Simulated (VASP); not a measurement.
# SiN (P6_3mc) in VASP: notebook

SiN is run at these levels: PBE; tasks: single point, relaxation of cell and atoms.

Program: VASP 6.6.1. These are calculated values, not measurements. Logs are shortened: lines on timing, memory, paths and dates and some standing lists are left out, and cuts for length are marked.

## (1) The cell of the first run

It takes space group P6_3mc (No. 186, hexagonal). Conventional cell: a = 2.834 Å, b = 2.834 Å, c = 5.709 Å, α = 90.00°, β = 90.00°, γ = 120.00°. Within 2.5 Å of Si (site symmetry 3m) lie 4 N at 1.86 to 1.97 Å. N (site symmetry 3m) has 4 Si at 1.86 to 1.97 Å within 2.5 Å.

## (2) Single point, PBE

File INCAR:

```
SYSTEM = SiN
ALGO = Normal
EDIFF = 1E-6
ENCUT = 520
GGA = PE
ISIF = 2
ISMEAR = 0
LASPH = .TRUE.
LCHARG = .FALSE.
LREAL = .FALSE.
LWAVE = .FALSE.
NBANDS = 17
NELM = 80
PREC = Accurate
SIGMA = 0.1
```

File KPOINTS:

```
k-points
0
G
  6 6 4
  0 0 0
```

File POSCAR:

```
SiN
1.0
    2.8336637505      0.0000000000      0.0000000000
   -1.4168318752      2.4540247937      0.0000000000
    0.0000000000      0.0000000000      5.7093892400
Si N
2 2
Direct
    0.3333333333      0.6666666667      0.5153022762
    0.6666666667      0.3333333333      1.0153022762
    0.3333333333      0.6666666667      0.8596977238
    0.6666666667      0.3333333333      0.3596977238
```

Potentials or basis: VASP PAW PBE potentials, release 64 (Si, N).

Started as:

```console
> cat potpaw_PBE.64/Si/POTCAR potpaw_PBE.64/N/POTCAR > POTCAR
> mpirun -np 1 vasp_std > vasp.out
```

OUTCAR:

```text
SYSTEM = SiN
   EDIFF = 1E-6
   ENCUT = 520
   GGA = PE
   ISIF = 2
   ISMEAR = 0
   LASPH = .TRUE.
   LREAL = .FALSE.
   NELM = 80
   PREC = Accurate

 ion  position               nearest neighbor table
   1  0.333  0.667  0.515-   4 1.86   4 1.86   4 1.86   3 1.97
   2  0.667  0.333  0.015-   3 1.86   3 1.86   3 1.86   4 1.97
   3  0.333  0.667  0.860-   2 1.86   2 1.86   2 1.86   1 1.97
   4  0.667  0.333  0.360-   1 1.86   1 1.86   1 1.86   2 1.97

  LATTYP: Found a hexagonal cell.
 ALAT       =     2.8336637505
 C/A-ratio  =     2.0148435886

  Lattice vectors:

 A1 = (   2.8336637505,   0.0000000000,   0.0000000000)
 A2 = (  -1.4168318752,   2.4540247937,   0.0000000000)
 A3 = (   0.0000000000,   0.0000000000,   5.7093892400)

Analysis of symmetry for initial positions (statically):
=====================================================================
 Subroutine PRICEL returns:
 Original cell was already a primitive cell.

 Routine SETGRP: Setting up the symmetry group for a
 hexagonal supercell.

 Subroutine GETGRP returns: Found 12 space group operations
 (whereof  6 operations were pure point group operations)
 out of a pool of 24 trial point group operations.

The static configuration has the point symmetry C_3v.
 The point group associated with its full space group is C_6v.

Analysis of symmetry for dynamics (positions and initial velocities):
=====================================================================
 Subroutine PRICEL returns:
 Original cell was already a primitive cell.

 Routine SETGRP: Setting up the symmetry group for a
 hexagonal supercell.

 Subroutine GETGRP returns: Found 12 space group operations
 (whereof  6 operations were pure point group operations)
 out of a pool of 24 trial point group operations.

The dynamic configuration has the point symmetry C_3v.
 The point group associated with its full space group is C_6v.

 Subroutine INISYM returns: Found 12 space group operations
 (whereof  6 operations are pure point group operations),
 and found     1 'primitive' translations

----------------------------------------------------------------------------------------

                                     Primitive cell

  volume of cell :      39.7024

  direct lattice vectors                    reciprocal lattice vectors
     2.833663750  0.000000000  0.000000000     0.352900022  0.203746923  0.000000000
    -1.416831875  2.454024794  0.000000000     0.000000000  0.407493845  0.000000000
     0.000000000  0.000000000  5.709389240     0.000000000  0.000000000  0.175150083

  length of vectors
     2.833663750  2.833663750  5.709389240     0.407493845  0.407493845  0.175150083

  position of ions in fractional coordinates (direct lattice)
     0.333333333  0.666666667  0.515302276
     0.666666667  0.333333333  0.015302276
     0.333333333  0.666666667  0.859697724
     0.666666667  0.333333333  0.359697724

  ion indices of the primitive-cell ions
   primitive index   ion index
                 1           1
                 2           2
                 3           3
                 4           4

----------------------------------------------------------------------------------------

 KPOINTS: k-points

Automatic generation of k-mesh.
 Grid dimensions read from file:
 generate k-points for:    6    6    4

 Generating k-lattice:

  Cartesian coordinates                     Fractional coordinates (reciprocal lattice)
     0.058816670  0.033957820  0.000000000     0.166666667  0.000000000  0.000000000
     0.000000000  0.067915641  0.000000000     0.000000000  0.166666667  0.000000000
     0.000000000  0.000000000  0.043787521     0.000000000  0.000000000  0.250000000

  Length of vectors
     0.067915641  0.067915641  0.043787521

  Shift w.r.t. Gamma in fractional coordinates (k-lattice)
     0.000000000  0.000000000  0.000000000

 Subroutine IBZKPT returns following result:
 ===========================================

 Found     21 irreducible k-points:

 Following reciprocal coordinates:
            Coordinates               Weight
  0.000000  0.000000  0.000000      1.000000
  0.166667  0.000000  0.000000      6.000000
  0.333333  0.000000  0.000000      6.000000
  0.500000  0.000000  0.000000      3.000000
  0.166667  0.166667  0.000000      6.000000
  0.333333  0.166667  0.000000     12.000000
[... 13 lines left out ...]
  0.333333  0.166667  0.500000     12.000000
  0.333333  0.333333  0.500000      2.000000
   k-points           NKPTS =     21   k-points in BZ     NKDIM =     21   number of bands    NBANDS=     17
   number of dos      NEDOS =    301   number of ions     NIONS =      4
   total plane-waves  NPLWV =  24192
   dimension x,y,z NGX =    24 NGY =   24 NGZ =   42
   dimension x,y,z NGXF=    48 NGYF=   48 NGZF=   84
   ions per type =               2   2
   NGX,Y,Z   is equivalent  to a cutoff of  14.08, 14.08, 12.23 a.u.
   NGXF,Y,Z  is equivalent  to a cutoff of  28.16, 28.16, 24.46 a.u.
 SYSTEM =  SiN
   PREC   = accura    normal or accurate (medium, high low for compatibility)
   ISTART =      0    job   : 0-new  1-cont  2-samecut
   ICHARG =      2    charge: 1-file 2-atom 10-const
   ISPIN  =      1    spin polarized calculation?
   LNONCOLLINEAR =      F non collinear calculations
   LSORBIT =      F    spin-orbit coupling
   LASPH  =      T    aspherical Exc in radial PAW
   ENCUT  =  520.0 eV  38.22 Ry    6.18 a.u.   5.27  5.27 10.62*2*pi/ulx,y,z
   NELM   =     80;   NELMIN=  2; NELMDL= -5     # of ELM steps
   EDIFF  = 0.1E-05   stopping-criterion for ELM
   LREAL  =      F    real-space projection
   EDIFFG = 0.1E-04   stopping-criterion for IOM
   NSW    =      0    number of steps for IOM
   IBRION =     -1    ionic relax: 0-MD 1-quasi-New 2-CG
   NFREE  =      0    steps in history (QN), initial steepest desc. (CG)
   ISIF   =      2    stress and relaxation
   ISYM   =      2    0-nonsym 1-usesym 2-fastsym
   POTIM  = 0.5000    time-step for ionic-motion
   TEBEG  =    0.0;   TEEND  =   0.0 temperature during run
   PSTRESS=    0.0 pullay stress
   NELECT =      18.0000    total number of electrons
   NUPDOWN=      -1.0000    fix difference up-down
   EMIN   =  10.00;   EMAX   =-10.00  energy-range for DOS
   EFERMI =   0.00;   METHOD = LEGACY
   ISMEAR =     0;   SIGMA  =   0.10  broadening in eV -4-tet -1-fermi 0-gaus
   EFERMI_NEDOS =   21; number of points for ismear=-14 and -15
   IALGO  =     38    algorithm
   IMIX   =      4    mixing-type and parameters
     AMIX     =   0.40;   BMIX     =  1.00
     AMIX_MAG =   1.60;   BMIX_MAG =  1.00
  volume/ion in A,a.u.               =       9.93        66.98
  Fermi-wavevector in a.u.,A,eV,Ry     =   1.257651  2.376615 21.520134  1.581685
  Thomas-Fermi vector in A             =   2.391299
   LORBIT       =      0    0 simple, 1 ext, 2 COOP (PROOUT), +10 PAW based schemes
   GGA     = PE    functional components
   LHFCALC =     F    Hartree Fock is set to
   AEXX    =    0.0000 exact exchange contribution
   IVDW    =     0    specifies the selected vdW correction
   LEPSILON=     F    determine dielectric tensor
   LRPA    =     F    only Hartree local field effects (RPA)
 non-spin polarized calculation
 Gauss-broadening in eV      SIGMA  =   0.10
  energy-cutoff  :      520.00
  volume of cell :       39.70
 maximum number of plane-waves:      1080
 NGX is ok and might be reduce to    24
   NGX = 11   NGY = 11   NGZ = 21

 number of electron      17.9999999 magnetization

 Free energy of the ion-electron system (eV)
  ---------------------------------------------------
  ext. energy  EPLUGINS =         0.00000000
  ---------------------------------------------------
  free energy    TOTEN  =       -27.76541086 eV

  energy without entropy =      -27.75889916  energy(sigma->0) =      -27.76215501

 E-fermi :  10.5887     XC(G=0): -11.7094

 val. band max:       10.5767137037   @ k =   0.3333   0.0000   0.5000
 cond. band min:      11.0475277548   @ k =   0.5000   0.0000   0.2500
 fundamental gap:      0.4708140511
 Fermi energy:        10.5886648092

 k-point     1 :       0.0000    0.0000    0.0000
  band No.  band energies     occupation
      1      -9.7584      2.00000
      2      -8.1643      2.00000
      3      -1.7562      2.00000
      4       4.6226      2.00000
      5       6.6173      2.00000
      6       6.6173      2.00000
[... 9 lines left out ...]
     16      18.9167      0.00000
     17      21.7051      0.00000

 k-point     2 :       0.1667    0.0000    0.0000
  band No.  band energies     occupation
      1      -9.2775      2.00000
      2      -7.7635      2.00000
      3      -1.2358      2.00000
      4       4.4965      2.00000
      5       4.7114      2.00000
      6       4.9805      2.00000
[... 9 lines left out ...]
     16      19.2991      0.00000
     17      19.3306      0.00000

 k-point     3 :       0.3333    0.0000    0.0000
  band No.  band energies     occupation
      1      -7.9957      2.00000
      2      -6.8084      2.00000
      3       0.0618      2.00000
      4       1.4362      2.00000
      5       2.1459      2.00000
      6       4.4848      2.00000
[... 9 lines left out ...]
     16      20.1800      0.00000
     17      20.7758      0.00000

 k-point     4 :       0.5000    0.0000    0.0000
  band No.  band energies     occupation
      1      -6.9065      2.00000
      2      -6.3394      2.00000
      3      -0.3865      2.00000
      4       0.4788      2.00000
      5       1.9645      2.00000
      6       3.6081      2.00000
[... 9 lines left out ...]
     16      20.3242      0.00000
     17      21.5530      0.00000
[... 283 lines left out ...]
      1      -7.8174      2.00000
      2      -7.8174      2.00000
      3       1.3209      2.00000
      4       1.3209      2.00000
      5       3.5565      2.00000
      6       3.5565      2.00000
[... 9 lines left out ...]
     16      18.6080      0.00000
     17      20.2899      0.00000

 k-point    20 :       0.3333    0.1667    0.5000
  band No.  band energies     occupation
      1      -6.6830      2.00000
      2      -6.6830      2.00000
      3       0.2960      2.00000
      4       0.2960      2.00000
      5       3.3709      2.00000
      6       3.3709      2.00000
[... 9 lines left out ...]
     16      18.6596      0.00000
     17      21.7955      0.00000

 k-point    21 :       0.3333    0.3333    0.5000
  band No.  band energies     occupation
      1      -6.2316      2.00000
      2      -6.2316      2.00000
      3       0.5970      2.00000
      4       0.5970      2.00000
      5       1.9748      2.00000
      6       1.9748      2.00000
[... 9 lines left out ...]
     16      20.5035      0.00000
     17      21.4289      0.00000

------------------------ aborting loop because EDIFF is reached ----------------------------------------

  FORCE on cell =-STRESS in cart. coord.  units (eV):
  Direction    XX          YY          ZZ          XY          YZ          ZX
  --------------------------------------------------------------------------------------
  -------------------------------------------------------------------------------------
  Total       -0.0050111     -0.0050111     -0.1318775     -0.0000000      0.0000000      0.0000000
  in kB       -0.2022203     -0.2022203     -5.3218721     -0.0000000      0.0000000      0.0000000
  external PRESSURE =      -1.9087709 kB  Pullay stress =       0.0000000 kB

 VOLUME and BASIS-vectors are now :
 -----------------------------------------------------------------------------
  energy-cutoff  :      520.00
  volume of cell :       39.70
      direct lattice vectors                 reciprocal lattice vectors
     2.833663750  0.000000000  0.000000000     0.352900022  0.203746923  0.000000000
    -1.416831875  2.454024794  0.000000000     0.000000000  0.407493845  0.000000000
     0.000000000  0.000000000  5.709389240     0.000000000  0.000000000  0.175150083

 POSITION                                       TOTAL-FORCE (eV/Angst)
 -----------------------------------------------------------------------------------
     -0.00000      1.63602      2.94206        -0.000000      0.000000      0.001774
      1.41683      0.81801      0.08737         0.000000     -0.000000      0.001774
     -0.00000      1.63602      4.90835        -0.000000      0.000000     -0.001774
      1.41683      0.81801      2.05365         0.000000     -0.000000     -0.001774
 -----------------------------------------------------------------------------------
    total drift:                               -0.000000     -0.000000     -0.000478

  FREE ENERGIE OF THE ION-ELECTRON SYSTEM (eV)
  ---------------------------------------------------
  free  energy   TOTEN  =       -27.7654108569 eV

  energy  without entropy=      -27.7588991563  energy(sigma->0) =      -27.76215501
```

It took 21 s on 1 thread of Intel Xeon 8259CL, shared host; peak memory 0.16 GiB.

Results:

```yaml
Free_energy: -27.7654 eV
Pressure: -0.2 GPa
Band_gap_on_the_k_mesh: zero (bands 9 and 10 overlap by 2.49 eV)
```

Caveat: the k points lie up to 0.43 Å⁻¹ apart, too coarse for converged energies and pressures of a metal.

## (3) Relaxation of cell and atoms, PBE

This run uses another cell than the first one, of 9.98 Å³/atom.

File INCAR:

```
SYSTEM = SiN
ALGO = Normal
EDIFF = 1E-7
EDIFFG = -0.05
ENCUT = 600
GGA = PE
IBRION = 2
ISIF = 3
ISMEAR = 0
LASPH = .True.
LCHARG = .False.
LREAL = .False.
LWAVE = .False.
NELM = 60
NSW = 80
PREC = Accurate
SIGMA = 0.1
```

File KPOINTS:

```
k-points
0
Gamma
  6 6 4
  0 0 0
```

File POSCAR:

```
SiN
1.0
    3.0396408991      0.0000000000      0.0000000000
   -1.5198204495      2.6324062370      0.0000000000
    0.0000000000      0.0000000000      4.9884680077
Si N
2 2
Direct
    0.3333333333      0.6666666667      0.4995817072
    0.6666666667      0.3333333333      0.9995817072
    0.3333333333      0.6666666667      0.8754182928
    0.6666666667      0.3333333333      0.3754182928
```

Potentials or basis: VASP PAW PBE potentials, release 64 (Si, N).

Started as:

```console
> cat potpaw_PBE.64/Si/POTCAR potpaw_PBE.64/N/POTCAR > POTCAR
> mpirun -np 1 vasp_std > vasp.out
```

Wall time 1.9 min (1 thread of Intel Xeon 8259CL, shared host); peak memory 0.16 GiB.

The run converged. Its results:

```yaml
Free_energy: -27.7711 eV
Relaxed_volume: 9.91 Å³/atom
Relaxed_cell: a = 2.835 Å, b = 2.835 Å, c = 5.695 Å, α = 90.00°, β = 90.00°, γ = 120.00°
Space_group_after_relaxing_to_0.1_Å: P6_3mc (No. 186)
Energy_gained_by_relaxing: 220.7 meV/atom
Ionic_steps: 11
Pressure_after_relaxing: -0.1 GPa
Largest_force_after_relaxing: 0.005 eV/Å
Band_gap_on_the_k_mesh: zero (bands 9 and 10 overlap by 2.51 eV)
```

Forces on the atoms (eV/Å):
```
Si   0.000  0.000  0.005
Si   0.000  0.000  0.005
N    0.000  0.000 -0.005
N    0.000  0.000 -0.005
```

Stress tensor (GPa, compression positive):
```
-0.26  0.00  0.00
 0.00 -0.26  0.00
 0.00  0.00  0.21
```

Step by step:
| step | energy change (eV) | largest force (eV/Å) | pressure (GPa) | volume (Å³) |
| --- | --- | --- | --- | --- |
| 1 | 0.0000 | 1.1691 | 3.17 | 39.92 |
| 2 | -0.4453 | 0.3800 | -4.15 | 41.01 |
| 3 | -0.6147 | 0.9698 | -9.36 | 42.09 |
| 4 | -0.6998 | 1.3615 | -8.70 | 40.86 |
| 5 | -0.7127 | 1.2245 | -9.15 | 41.19 |
| 6 | -0.8651 | 0.4149 | -0.69 | 39.37 |
| 7 | -0.8722 | 0.1833 | 2.07 | 38.91 |
| 8 | -0.8788 | 0.0966 | 1.08 | 39.22 |
| 9 | -0.8814 | 0.0535 | -0.80 | 39.86 |
| 10 | -0.8821 | 0.0086 | -0.23 | 39.66 |
| 11 | -0.8827 | 0.0046 | -0.11 | 39.64 |

Final structure:
```xyz
4
Lattice="2.8351 0.0000 0.0000 -1.4175 2.4553 0.0000 0.0000 0.0000 5.6952" Properties=species:S:1:pos:R:3 pbc="T T T"
Si    0.0000    1.6368    2.9356
Si    1.4175    0.8184    0.0880
N     0.0000    1.6368    4.8952
N     1.4175    0.8184    2.0476
```

Levels at points of the mesh, in eV from the Fermi level:
```csv
k point,band 7,band 8,band 9,band 10,band 11,band 12
"(0.00, 0.00, 0.00)",-3.62,-3.62,-2.68,3.50,4.81,5.33
"(0.50, 0.00, 0.00)",-5.69,-4.84,-0.44,1.25,1.82,4.17
"(0.00, 0.00, 0.50)",-3.82,-3.82,1.46,1.46,4.63,4.63
"(0.50, 0.00, 0.50)",-5.30,-5.30,-1.06,-1.06,3.57,3.57
```

Caveat: the k points lie up to 0.43 Å⁻¹ apart in the final cell, too coarse for converged energies and pressures of a metal.

## (4) Single point, PBE

This run uses another cell than the first one, of 9.90 Å³/atom.

File INCAR:

```
PREC = Accurate
ENCUT = 520
EDIFF = 1E-6
ISMEAR = 0
SIGMA = 0.1
LREAL = False
LASPH = True
NELM = 60
ALGO = Normal
ISIF = 2
LWAVE = False
LCHARG = False
GGA = PE
NBANDS = 17
```

File KPOINTS:

```
Automatic mesh
0
Gamma
  18 18 8
```

File POSCAR:

```
SiN
1.0
    2.8370112079      0.0000000000      0.0000000000
   -1.4185056039      2.4569237768      0.0000000000
    0.0000000000      0.0000000000      5.6813325896
Si N
2 2
Direct
    0.3333333333      0.6666666667      0.5157939723
    0.6666666667      0.3333333333      1.0157939723
    0.3333333333      0.6666666667      0.8592060277
    0.6666666667      0.3333333333      0.3592060277
```

Started as:

```console
> cat potpaw_PBE.64/Si/POTCAR potpaw_PBE.64/N/POTCAR > POTCAR
> mpirun -np 1 vasp_std > vasp.out
```

It took 1.9 min on 1 thread of Intel Xeon 8259CL, shared host; peak memory 0.23 GiB.

Results (log left out):

```yaml
Free_energy: -27.7128 eV
Pressure: -0.1 GPa
Largest_force: 0.004 eV/Å
Band_gap_on_the_k_mesh: zero (bands 9 and 10 overlap by 2.55 eV)
```

Forces in eV/Å, atoms in the order of the input:
```
Si   0.000  0.000 -0.004
Si   0.000  0.000 -0.004
N    0.000  0.000  0.004
N    0.000  0.000  0.004
```

Stress tensor (GPa, compression positive):
```
-0.08  0.00  0.00
 0.00 -0.08  0.00
 0.00  0.00 -0.22
```

Levels at points of the mesh, in eV from the Fermi level:
```
           k point  band 5  band 6  band 7  band 8  band 9  band 10  band 11  band 12  band 13  band 14
(0.00, 0.00, 0.00)   -4.32   -4.32   -3.93   -3.93   -2.93     3.18     4.50     5.03     6.71     6.71
(0.50, 0.00, 0.00)   -9.00   -7.35   -6.01   -5.14   -0.75     0.95     1.56     3.90     4.67     5.28
(0.00, 0.00, 0.50)   -4.13   -4.13   -4.13   -4.13    1.18     1.18     4.31     4.31     7.14     7.14
(0.50, 0.00, 0.50)   -7.34   -7.34   -5.61   -5.61   -1.35    -1.35     3.28     3.28     5.63     5.63
```

[end of part 1 of 2]
